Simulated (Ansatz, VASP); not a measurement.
## H2CF2: VASP beside Ansatz

```
CELL_PARAMETERS angstrom
-2.63389 0.00000 1.70957
2.63389 0.00000 1.70957
0.00000 4.70893 1.70957
ATOMIC_POSITIONS crystal
F 0.10695 0.10695 0.27200
F 0.37895 0.37895 0.72800
C 0.99625 0.99625 0.00000
H 0.76067 0.98633 0.00000
H 0.98633 0.76067 0.00000
```

Alike in both runs: task single point; functional PBE; k mesh 7 × 7 × 7; no spin polarisation.

|  | VASP | Ansatz |
| --- | --- | --- |
| version | VASP 6.6.1 | Ansatz 0.2.0 |
| potentials or method | VASP PAW PBE potentials, release 64 (F, C, H), cutoff 520 eV | PAW plane waves |
| occupations | fermi-dirac, width 0.1 eV | fermi-dirac |
| valence electrons in the cell | 20 | 20 |

Ansatz gave:

| Property | Result |
| --- | --- |
| gap on the k mesh at the Fermi level (eV) | 6.89 |
| rms of the force components (eV/Å) | 18.369 |

**Question.** What did VASP give for the same quantities?

**Answer.** gap on the k mesh at the Fermi level (eV): 6.85; rms of the force components (eV/Å): 18.699.

Atom by atom the forces differ by 0.343 eV/Å (rms over components).
